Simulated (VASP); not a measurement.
# TiAl: single point with PBEsol

The system is TiAl.

```
CELL_PARAMETERS angstrom
2.90450 0.00000 0.00000
-1.45225 2.51537 0.00000
0.00000 0.00000 4.37280
ATOMIC_POSITIONS crystal
Ti 0.00000 0.00000 0.00000
Al 0.33333 0.66667 0.50000
```

```json
{
  "Program": "VASP 6.6.1",
  "Task": "single point",
  "Functional": "PBEsol",
  "Potentials or basis": "VASP PAW PBE potentials, release 64 (Ti_sv, Al)",
  "Cutoff": "520 eV",
  "k mesh": "18 × 18 × 10",
  "Occupations": "gaussian, width 0.15 eV",
  "Spin": "no spin polarisation"
}
```

```
Pressure               : 3.3 GPa
Band gap on the k mesh : zero (an odd number of electrons rules out a gap without spin polarisation)
```

Stress tensor (GPa, compression positive):
```
-0.17  0.00  0.00
 0.00 -0.17  0.00
 0.00  0.00 10.17
```

Levels at points of the mesh, in eV from the Fermi level:
```
           k point  band 4  band 5  band 6  band 7  band 8  band 9  band 10  band 11  band 12  band 13
(0.00, 0.00, 0.00)  -32.26   -8.95   -2.05   -1.13    1.25    1.25     2.64     2.64     5.09    12.37
(0.50, 0.00, 0.00)  -32.38   -3.92   -2.98   -1.52   -0.93    1.97     3.88     4.43     4.70     6.01
(0.00, 0.00, 0.50)  -32.26   -7.77   -5.20   -0.02    1.28    1.28     2.50     2.50     8.23    12.61
(0.50, 0.00, 0.50)  -32.38   -3.86   -2.30   -1.86    0.49    1.13     1.64     3.71     3.89     6.61
```

Run time: 2.3 min on 1 thread of Intel Xeon 8259CL (shared host), peak memory 0.24 GiB.

Caveat: the cell stands under pressure; the PAW data sets were made with another functional, which shifts forces and pressure a little.
